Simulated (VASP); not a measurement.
Here is a VASP 6.6.1 calculation.

Contents of POSCAR:

```
Co
1.0
   -1.3651217203      1.3651217203      1.3651217203
    1.3651217203     -1.3651217203      1.3651217203
    1.3651217203      1.3651217203     -1.3651217203
Co
1
Direct
    0.0000000000      0.0000000000      0.0000000000
```

INCAR.step1

```
ALGO = Normal ; EDIFF = 1E-4
ENCUT = 520 ; GGA = PE
ISMEAR = -1 ; LASPH = T
LCHARG = F ; LREAL = F
LWAVE = T ; NBANDS = 10
NELM = 80 ; PREC = Accurate
SIGMA = 0.1
```

INCAR.step2

```
ALGO = Normal ; EDIFF = 1E-7
ENCUT = 520 ; ISIF = 2
ISMEAR = -1 ; ISTART = 1
LASPH = T ; LCHARG = F
LMIXTAU = T ; LREAL = F
LWAVE = F ; METAGGA = R2SCAN
NBANDS = 10 ; NELM = 80
PREC = Accurate ; SIGMA = 0.1
```

KPOINTS

```
k-points
0
Gamma
  18 18 18
```

Potentials or basis: VASP PAW PBE potentials, release 64 (Co).

Launch:

```console
$ cat potpaw_PBE.64/Co/POTCAR > POTCAR
$ cp INCAR.step1 INCAR
$ mpirun -np 1 vasp_std > vasp.out
$ cp INCAR.step2 INCAR
$ mpirun -np 1 vasp_std > vasp.out
```

Estimate the band gap on the k mesh.

zero (an odd number of electrons rules out a gap without spin polarisation).

Estimate the pressure.

0.2 GPa.

Caveat: the PAW data sets were made with another functional, which shifts forces and pressure a little; the run has no spin polarisation, though such a crystal can be magnetic. Spin polarisation is off, so any magnetic state and its effect on volume and gap are missing.
